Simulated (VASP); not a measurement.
Here is a VASP 6.6.1 calculation.

Contents of INCAR:

```
SYSTEM = CdTe
ALGO = Normal
EDIFF = 1E-6
ENCUT = 400
GGA = PE
GGA_COMPAT = .FALSE.
ISIF = 2
ISMEAR = 0
ISPIN = 2
KPAR = 2
LASPH = .TRUE.
LCHARG = .TRUE.
LORBIT = 11
LREAL = .FALSE.
LVHAR = .TRUE.
LWAVE = .FALSE.
MAGMOM = 0.3 0.3 0.3 0.3 0.3 0.3 0.3 0.3 0.3 0.3 0.3 0.3 0.3 0.3
NBANDS = 80
NCORE = 2
NELM = 200
PREC = Accurate
SIGMA = 0.05
```

KPOINTS

```
k-points
0
G
  1 1 7
  0 0 0
```

File POSCAR:

```
CdTe
1.0
   18.4000000000      0.0000000000      0.0000000000
    0.0000000000     19.2000000000      0.0000000000
    0.0000000000      0.0000000000      4.6791895172
Cd Te
7 7
Direct
    0.5000000000      0.5000000000      0.0000000000
    0.3728481109      0.6723274291      0.5000000000
    0.3728481109      0.3276725709      0.5000000000
    0.6271518891      0.6723274291      0.5000000000
    0.6271518891      0.3276725709      0.5000000000
    0.2456962219      0.5000000000      0.0000000000
    0.7543037781      0.5000000000      0.0000000000
    0.5000000000      0.5861637145      0.5000000000
    0.5000000000      0.2415088564      0.5000000000
    0.6271518891      0.4138362855      0.0000000000
    0.3728481109      0.7584911436      0.0000000000
    0.3728481109      0.4138362855      0.0000000000
    0.2456962219      0.5861637145      0.5000000000
    0.7543037781      0.5861637145      0.5000000000
```

Potentials or basis: VASP PAW PBE potentials, release 64 (Cd, Te).

Command:

```console
$ cat potpaw_PBE.64/Cd/POTCAR potpaw_PBE.64/Te/POTCAR > POTCAR
$ mpirun -np 4 vasp_std > vasp.out
```

What does it give for the net moment?

0.54 μB per cell.

What does it give for the site moments?

Cd -0.00, -0.01 (each value once); Te +0.00, +0.01, -0.00, +0.27 (each value once) μB.

Estimate the largest force.

1.214 eV/Å.

Forces on the atoms (eV/Å):
```
Cd   0.027  0.297  0.000
Cd  -0.226  0.477  0.000
Cd   1.170  0.201  0.000
Cd   0.075 -0.368  0.000
Cd  -1.205  0.148  0.000
Cd   0.500  0.983  0.000
Cd  -0.564  0.659  0.000
Te   0.027 -0.199  0.000
Te   0.059 -0.182  0.000
Te   0.776 -0.459  0.000
Te   0.061 -0.321  0.000
Te  -0.672 -0.516  0.000
Te  -0.629 -0.601  0.000
Te   0.599 -0.121  0.000
```
